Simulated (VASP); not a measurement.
# CdS in VASP: further runs, part 2 of 2

VASP 6.6.1.

## Step 3: Electric field gradients, LDA (equal xy, yz and zx shear strains of -1 %)

INCAR reads:

```
PREC     = Accurate       # precision mode
ENCUT    = 520            # plane-wave cutoff, eV
EDIFF    = 1E-8           # SCF threshold, eV
ISMEAR   = -1             # smearing method
SIGMA    = 0.02           # smearing width, eV
LREAL    = False          # projectors in reciprocal space
LASPH    = True           # aspherical terms in the spheres
NELM     = 80             # most SCF steps
ALGO     = Normal         # electronic algorithm
ISIF     = 2              # what is computed and relaxed
LWAVE    = False          # write WAVECAR
LCHARG   = False          # write CHGCAR
GGA      = CA             # functional
LEFG     = True         
NBANDS   = 26             # bands
```

KPOINTS reads:

```
Automatic mesh
0
Gamma
  8 8 4
```

POSCAR reads:

```
CdS
1.0
    4.1347992034     -0.0206739960     -0.0206739960
   -2.0853038074      3.5911781477     -0.0075672077
   -0.0337450000     -0.0337450000      6.7490000000
Cd S
2 2
Direct
    0.3333333333      0.6666666667      0.0000000000
    0.6666666667      0.3333333333      0.5000000000
    0.3333333333      0.6666666667      0.3850000000
    0.6666666667      0.3333333333      0.8850000000
```

Potentials or basis: VASP PAW LDA potentials, release 64 (Cd, S).

On the command line:

```console
cat potpaw_LDA.64/Cd/POTCAR potpaw_LDA.64/S/POTCAR > POTCAR
mpirun -np 1 vasp_std > vasp.out
```

OUTCAR:

```text
PREC = Accurate
   ENCUT = 520
   EDIFF = 1E-8
   ISMEAR = -1
   LREAL = False
   LASPH = True
   NELM = 80
   ISIF = 2
   GGA = CA

 ion  position               nearest neighbor table
   1  0.333  0.667  0.000-   4 2.49   4 2.52   4 2.52   3 2.60
   2  0.667  0.333  0.500-   3 2.50   3 2.51   3 2.52   4 2.60
   3  0.333  0.667  0.385-   2 2.50   2 2.51   2 2.52   1 2.60
   4  0.667  0.333  0.885-   1 2.49   1 2.52   1 2.52   2 2.60

  LATTYP: Found a triclinic cell.
 ALAT       =     4.1170048386
 B/A-ratio  =     1.0043472705
 C/A-ratio  =     1.6393395168
 COS(alpha) =     0.0099745013
 COS(beta)  =     0.0136846555
 COS(gamma) =     0.4934979113

  Lattice vectors:

 A1 = (   2.0494953960,   3.5705041517,  -0.0282412037)
 A2 = (   4.1347992034,  -0.0206739960,  -0.0206739960)
 A3 = (   0.0337450000,   0.0337450000,  -6.7490000000)

Analysis of symmetry for initial positions (statically):
=====================================================================
 Subroutine PRICEL returns:
 Original cell was already a primitive cell.

 Routine SETGRP: Setting up the symmetry group for a
 triclinic supercell.

 Subroutine GETGRP returns: Found  1 space group operations
 (whereof  1 operations were pure point group operations)
 out of a pool of  2 trial point group operations.

The static configuration has the point symmetry C_1 .

Analysis of symmetry for dynamics (positions and initial velocities):
=====================================================================
 Subroutine PRICEL returns:
 Original cell was already a primitive cell.

 Routine SETGRP: Setting up the symmetry group for a
 triclinic supercell.
[... 168 lines left out ...]
      4      -6.6894      2.00000
      5      -6.6270      2.00000
      6      -6.6225      2.00000
[... 685 lines left out ...]
     25       9.7831      0.00000
     26       9.9270      0.00000

 [... further k-points ...]
[... 5 lines left out ...]
  --------------------------------------------------------------------------------------
  -------------------------------------------------------------------------------------
  Total       -1.0113143     -1.0148715     -2.2069211      0.2663785      0.1557595      0.1558321
  in kB      -16.2162526    -16.2732912    -35.3876038      4.2713346      2.4975771      2.4987416
  external PRESSURE =     -22.6257158 kB  Pullay stress =       0.0000000 kB

 VOLUME and BASIS-vectors are now :
 -----------------------------------------------------------------------------
  energy-cutoff  :      520.00
  volume of cell :       99.92
      direct lattice vectors                 reciprocal lattice vectors
     4.134799203 -0.020673996 -0.020673996     0.242563570  0.140854400  0.001917090
    -2.085303807  3.591178148 -0.007567208     0.001403407  0.279278028  0.001403407
    -0.033745000 -0.033745000  6.749000000     0.000744611  0.000744611  0.148177545

 POSITION                                       TOTAL-FORCE (eV/Angst)
 -----------------------------------------------------------------------------------
     -0.01194      2.38723     -0.01194         0.096406      0.039290      0.248869
      2.04456      1.16640      3.35819        -0.019581      0.037410      0.247389
     -0.02493      2.37424      2.58643         0.031591     -0.037397     -0.246882
      2.03157      1.15341      5.95656        -0.108416     -0.039303     -0.249376
 -----------------------------------------------------------------------------------
    total drift:                                0.000082      0.000082     -0.000443

  FREE ENERGIE OF THE ION-ELECTRON SYSTEM (eV)
  ---------------------------------------------------
  free  energy   TOTEN  =       -14.7717649695 eV

  energy  without entropy=      -14.7717649694  energy(sigma->0) =      -14.77176497

 Electric field gradients (V/A^2)
---------------------------------------------------------------------
 ion       V_xx      V_yy      V_zz      V_xy      V_xz      V_yz
---------------------------------------------------------------------
   1     -21.647   -14.197    35.844    -6.874    -3.644    -0.034
   2     -14.191   -21.573    35.764     0.542     3.618     0.009
   3       3.263     3.776    -7.038    -1.694    -2.155    -1.495
   4       3.801     3.218    -7.019    -1.145    -0.838    -1.498
---------------------------------------------------------------------

 Electric field gradients after diagonalization (V/A^2)
 (convention: |V_zz| > |V_xx| > |V_yy|)
----------------------------------------------------------------------
 ion       V_xx      V_yy      V_zz     asymmetry (V_yy - V_xx)/ V_zz
----------------------------------------------------------------------
   1     -25.902   -10.176    36.077       0.436
   2     -21.614   -14.411    36.025       0.200
   3       5.239     2.516    -7.756       0.351
   4       4.698     2.625    -7.323       0.283
----------------------------------------------------------------------

           NMR quadrupolar parameters

 Cq : quadrupolar parameter    Cq=e*Q*V_zz/h
 eta: asymmetry parameters     (V_yy - V_xx)/ V_zz
 Q  : nuclear electric quadrupole moment in mb (millibarn)
----------------------------------------------------------------------
 ion       Cq(MHz)       eta       Q (mb)
----------------------------------------------------------------------
   1       0.087       0.436       1.000
   2       0.087       0.200       1.000
   3      -0.019       0.351       1.000
   4      -0.018       0.283       1.000
----------------------------------------------------------------------
```

It took 9.8 min on 1 thread of Oxide Virtual Turin-like, shared host; peak memory 0.35 GiB.

What came out:

| Quantity | Value |
| --- | --- |
| Free energy | -14.7718 eV |
| Pressure | -2.3 GPa |
| Largest force | 0.275 eV/Å |
| Band gap on the k mesh | 0.95 eV, direct |

Forces on the atoms (eV/Å):
```
Cd   0.096  0.039  0.249
Cd  -0.020  0.037  0.247
S    0.032 -0.037 -0.247
S   -0.108 -0.039 -0.249
```

Levels at points of the mesh, in eV from the valence-band top:
```csv
k point,band 15,band 16,band 17,band 18,band 19,band 20,band 21,band 22
"(0.00, 0.00, 0.00)",-0.72,-0.07,-0.04,0.00,0.95,2.48,6.24,6.33
"(0.50, 0.00, 0.00)",-2.62,-1.96,-1.28,-0.90,3.48,3.57,4.89,6.19
"(0.00, 0.50, 0.00)",-2.63,-1.92,-1.27,-0.87,3.50,3.63,4.89,6.17
"(0.50, 0.50, 0.00)",-2.65,-1.89,-1.27,-0.84,3.53,3.68,4.88,6.15
"(0.00, 0.00, 0.50)",-0.42,-0.40,-0.38,-0.37,2.58,2.59,5.90,5.90
"(0.50, 0.00, 0.50)",-1.46,-1.46,-1.36,-1.28,3.22,3.26,5.04,5.14
"(0.00, 0.50, 0.50)",-1.43,-1.42,-1.35,-1.29,3.25,3.28,5.06,5.14
"(0.50, 0.50, 0.50)",-1.39,-1.39,-1.34,-1.32,3.28,3.29,5.10,5.12
```

Electric field gradients, principal values (V/Å²):
```
atom    least   middle  greatest (by size)
1 Cd  -10.176  -25.902              36.077
2 Cd  -14.411  -21.614              36.025
 3 S    2.516    5.239              -7.756
 4 S    2.625    4.698              -7.323
```

Caveat: the cell differs from its parent crystal (equal xy, yz and zx shear strains of -1 %); without QUAD_EFG the Cq values of the log hold for a quadrupole moment of 1 mb, not for the nuclei.

## Step 4: Electric field gradients, LDA (equal xy, yz and zx shear strains of +1 %)

INCAR reads:

```
SYSTEM = CdS
  PREC = Accurate
  ENCUT = 520
  EDIFF = 1E-8
  ISMEAR = -1
  SIGMA = 0.02
  LREAL = .FALSE.
  LASPH = .TRUE.
  NELM = 60
  ALGO = Normal
  ISIF = 2
  LWAVE = .FALSE.
  LCHARG = .FALSE.
  GGA = CA
  LEFG = .TRUE.
  NBANDS = 26
```

KPOINTS reads:

```
regular mesh
0
G
  8 8 4
  0 0 0
```

POSCAR reads:

```
CdS
1.0
    4.1347992034      0.0206739960      0.0206739960
   -2.0494953960      3.5705041517      0.0075672077
    0.0337450000      0.0337450000      6.7490000000
Cd S
2 2
Direct
    0.3333333333      0.6666666667      0.0000000000
    0.6666666667      0.3333333333      0.5000000000
    0.3333333333      0.6666666667      0.3850000000
    0.6666666667      0.3333333333      0.8850000000
```

Potentials or basis: VASP PAW LDA potentials, release 64 (Cd, S).

On the command line:

```console
cat potpaw_LDA.64/Cd/POTCAR potpaw_LDA.64/S/POTCAR > POTCAR
mpirun -np 1 vasp_std > vasp.out
```

OUTCAR:

```text
SYSTEM = CdS
   PREC = Accurate
   ENCUT = 520
   EDIFF = 1E-8
   ISMEAR = -1
   LREAL = .FALSE.
   LASPH = .TRUE.
   NELM = 60
   ISIF = 2
   GGA = CA

 ion  position               nearest neighbor table
   1  0.333  0.667  0.000-   4 2.50   4 2.50   4 2.53   3 2.60
   2  0.667  0.333  0.500-   3 2.50   3 2.51   3 2.52   4 2.60
   3  0.333  0.667  0.385-   2 2.50   2 2.51   2 2.52   1 2.60
   4  0.667  0.333  0.885-   1 2.50   1 2.50   1 2.53   2 2.60

  LATTYP: Found a triclinic cell.
 ALAT       =     4.1528123029
 B/A-ratio  =     0.9913558883
 C/A-ratio  =     1.6252043749
 COS(alpha) =     0.0036852528
[... 927 lines left out ...]
 ion       V_xx      V_yy      V_zz      V_xy      V_xz      V_yz
---------------------------------------------------------------------
   1     -14.253   -21.591    35.845     6.881     3.616    -0.026
   2     -21.582   -14.183    35.765    -0.488    -3.624     0.017
   3       3.823     3.218    -7.041     1.710     2.176     1.489
   4       3.245     3.777    -7.022     1.142     0.800     1.486
---------------------------------------------------------------------

 Electric field gradients after diagonalization (V/A^2)
 (convention: |V_zz| > |V_xx| > |V_yy|)
----------------------------------------------------------------------
 ion       V_xx      V_yy      V_zz     asymmetry (V_yy - V_xx)/ V_zz
----------------------------------------------------------------------
   1     -25.778   -10.330    36.108       0.428
   2     -21.841   -14.152    35.993       0.214
   3       5.794     1.790    -7.584       0.528
   4       4.915     2.347    -7.262       0.354
----------------------------------------------------------------------

           NMR quadrupolar parameters

 Cq : quadrupolar parameter    Cq=e*Q*V_zz/h
 eta: asymmetry parameters     (V_yy - V_xx)/ V_zz
 Q  : nuclear electric quadrupole moment in mb (millibarn)
----------------------------------------------------------------------
 ion       Cq(MHz)       eta       Q (mb)
----------------------------------------------------------------------
   1       0.087       0.428       1.000
   2       0.087       0.214       1.000
   3      -0.018       0.528       1.000
   4      -0.018       0.354       1.000
----------------------------------------------------------------------
```

OSZICAR:

```text
N       E                     dE             d eps       ncg     rms          rms(c)
DAV:   1     0.249541769508E+03    0.24954E+03   -0.17533E+04  6864   0.127E+03
DAV:   2    -0.163820052250E+01   -0.25118E+03   -0.24201E+03  7388   0.323E+02
DAV:   3    -0.156560708057E+02   -0.14018E+02   -0.13927E+02  8360   0.765E+01
[... 15 lines left out ...]
DAV:  19    -0.147718034538E+02    0.29315E-07   -0.13780E-07  8030   0.317E-03    0.690E-03
DAV:  20    -0.147718034300E+02    0.23861E-07   -0.15492E-08  4080   0.111E-03    0.592E-03
DAV:  21    -0.147718033996E+02    0.30398E-07   -0.17542E-08  5660   0.630E-04    0.399E-03
DAV:  22    -0.147718033742E+02    0.25385E-07   -0.43007E-08  6950   0.867E-04    0.109E-03
DAV:  23    -0.147718033724E+02    0.17876E-08   -0.32340E-09  3526   0.319E-04
   1 F= -.14771803E+02 E0= -.14771803E+02  d E =-.296909E-10
```

Run time: 7.2 min. Hardware: 1 thread of Oxide Virtual Turin-like, shared host; peak memory 0.35 GiB.

What came out:

* Free energy: -14.7718 eV
* Pressure: -2.3 GPa
* Largest force: 0.272 eV/Å
* Band gap on the k mesh: 0.96 eV, direct

Forces in eV/Å, atoms in the order of the input:
```
Cd  -0.091 -0.034  0.249
Cd   0.020 -0.036  0.247
S   -0.031  0.036 -0.247
S    0.102  0.034 -0.249
```

Levels at points of the mesh, in eV from the valence-band top:
```tsv
k point	band 15	band 16	band 17	band 18	band 19	band 20	band 21	band 22
(0.00, 0.00, 0.00)	-0.72	-0.06	-0.02	0.00	0.96	2.48	6.24	6.33
(0.50, 0.00, 0.00)	-2.65	-1.88	-1.26	-0.83	3.54	3.69	4.89	6.16
(0.00, 0.50, 0.00)	-2.63	-1.92	-1.27	-0.86	3.51	3.63	4.89	6.18
(0.50, 0.50, 0.00)	-2.61	-1.95	-1.27	-0.89	3.48	3.58	4.90	6.20
(0.00, 0.00, 0.50)	-0.41	-0.39	-0.37	-0.36	2.59	2.59	5.90	5.91
(0.50, 0.00, 0.50)	-1.39	-1.38	-1.37	-1.28	3.27	3.31	5.07	5.17
(0.00, 0.50, 0.50)	-1.42	-1.42	-1.35	-1.28	3.26	3.29	5.07	5.14
(0.50, 0.50, 0.50)	-1.45	-1.45	-1.32	-1.30	3.24	3.25	5.08	5.11
```

Electric field gradients, principal values (V/Å²):
| atom | least | middle | greatest (by size) |
| --- | --- | --- | --- |
| 1 Cd | -10.330 | -25.778 | 36.108 |
| 2 Cd | -14.152 | -21.841 | 35.993 |
| 3 S | 1.790 | 5.794 | -7.584 |
| 4 S | 2.347 | 4.915 | -7.262 |

Caveat: the cell differs from its parent crystal (equal xy, yz and zx shear strains of +1 %); without QUAD_EFG the Cq values of the log hold for a quadrupole moment of 1 mb, not for the nuclei.

## Step 5: Summary

```csv
cell,gap on the mesh (eV),pressure (GPa),largest force (eV/Å)
"a = 4.189, b = 4.189, c = 6.838 Å, angles 90.0, 90.0, 120.0°, 4 atoms",0.88,-4.3,0.21
"a = 4.135, b = 4.153, c = 6.749 Å, angles 90.2, 90.6, 120.4°, 4 atoms",0.95,-2.3,0.27
"a = 4.135, b = 4.117, c = 6.749 Å, angles 89.8, 89.4, 119.6°, 4 atoms",0.96,-2.3,0.27
```

Alike in all rows: task electric field gradients; level LDA; potentials or basis VASP PAW LDA potentials, release 64 (Cd, S); no spin polarisation; k mesh 8 × 8 × 4; cutoff (eV) 520; smearing fermi-dirac 0.02 eV.

Absolute energies hang on the potentials; compare differences alone.
